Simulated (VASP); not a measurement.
Input of a VASP 6.6.1 run:

File INCAR:

```
  PREC = Accurate
  ENCUT = 520
  EDIFF = 1E-6
  ISMEAR = 0
  SIGMA = 0.1
  LREAL = F
  LASPH = T
  NELM = 60
  ALGO = Normal
  ISIF = 2
  LWAVE = F
  LCHARG = F
  GGA = PS
  NBANDS = 46
```

KPOINTS

```
Automatic mesh
0
Gamma
  4 4 4
```

The input POSCAR:

```
CoSn2
1.0
   -3.1825000000      3.1825000000      2.7285000000
    3.1825000000     -3.1825000000      2.7285000000
    3.1825000000      3.1825000000     -2.7285000000
Co Sn
2 4
Direct
    0.2500000000      0.2500000000      0.0000000000
    0.7500000000      0.7500000000      0.0000000000
    0.6580000000      0.1580000000      0.8160000000
    0.1580000000      0.3420000000      0.5000000000
    0.3420000000      0.8420000000      0.1840000000
    0.8420000000      0.6580000000      0.5000000000
```

Potentials or basis: VASP PAW PBE potentials, release 64 (Co, Sn_d).

Launch:

```console
$ cat potpaw_PBE.64/Co/POTCAR potpaw_PBE.64/Sn_d/POTCAR > POTCAR
$ mpirun -np 1 vasp_std > vasp.out
```

(1) Predict the band gap on the k mesh.

(2) Estimate the pressure.

(3) Estimate the largest force.

Results:

(1) zero (band 37 reaches 11.16 eV, above the bottom of band 38 at 9.77 eV).

(2) -3.9 GPa.

(3) 0.795 eV/Å.

Caveat: the k points lie up to 0.38 Å⁻¹ apart; the PAW data sets were made with another functional, which shifts forces and pressure a little; spin-orbit coupling is left out, which moves the levels of the heavy elements.
